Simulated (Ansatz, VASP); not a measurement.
# P: VASP beside Ansatz

```
P
1.0
    -1.69151    2.51517    1.85894
     1.69151   -2.51517    1.85894
     1.69151    2.51517   -1.85894
P
2
Direct
  0.84365 0.09365 0.75000
  0.19669 0.94669 0.25000
```

Alike in both runs: task single point; functional PBEsol; k mesh 18 × 18 × 18; occupations gaussian, width 0.15 eV; no spin polarisation.

|  | VASP | Ansatz |
| --- | --- | --- |
| version | VASP 6.6.1 | Ansatz 0.2.0 |
| potentials or method | VASP PAW PBE potentials, release 64 (P), cutoff 520 eV | scalar-relativistic, plane waves, PAW |
| valence electrons in the cell | 10 | 10 |

```tsv
	VASP	Ansatz	Ansatz less VASP
gap on the k mesh at the Fermi level (eV)	none	none	-
pressure (GPa)	5.0	5.0	+0.02
traceless stress, the component that is largest in VASP (GPa)	-6.08	-6.30	-0.222
rms of the force components (eV/Å)	1.189	1.210	+0.0211
```

VASP's potentials were made for PBE, not for PBEsol. Atom by atom the forces differ by 0.021 eV/Å (rms over components). A gap of «none» marks a metal or a gap that the smearing closes. With one functional, cell and mesh, what is left measures potentials, basis and numerics.
